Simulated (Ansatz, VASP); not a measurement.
Ba2HfReO6 in VASP and in Ansatz

```
CELL_PARAMETERS angstrom
0.00000 4.10591 4.10591
4.10591 0.00000 4.10591
4.10591 4.10591 0.00000
ATOMIC_POSITIONS crystal
Ba 0.25000 0.25000 0.25000
Ba 0.75000 0.75000 0.75000
Hf 0.50000 0.50000 0.50000
O 0.75000 0.25000 0.25000
O 0.25000 0.75000 0.25000
O 0.25000 0.75000 0.75000
O 0.75000 0.25000 0.75000
O 0.25000 0.25000 0.75000
O 0.75000 0.75000 0.25000
Re 0.00000 0.00000 0.00000
```

Alike in both runs: task single point; functional r2SCAN; k mesh 6 × 6 × 6; occupations tetrahedron; no spin polarisation.

|  | VASP | Ansatz |
| --- | --- | --- |
| version | VASP 6.6.1 | Ansatz 0.2.0 |
| potentials or method | VASP PAW PBE potentials, release 64 (Ba_sv, Hf_pv, O, Re), cutoff 520 eV | PAW plane waves |
| valence electrons in the cell | 73 | 97 |

```tsv
	VASP	Ansatz	Ansatz less VASP
pressure (GPa)	-0.1	-1.3	-1.13
```

VASP's potentials were made for PBE, not for r2SCAN. The functional is the same, so the differences come from potentials, cutoffs and numerics. VASP's potentials hold 73 valence electrons a cell and Ansatz's 97, so a difference there can come from the potentials and not from the codes. Ansatz's warnings: band table not solved further, product built on unsolved table, tetrahedron derivatives may miss energy slope.

Spin-orbit coupling is off throughout.
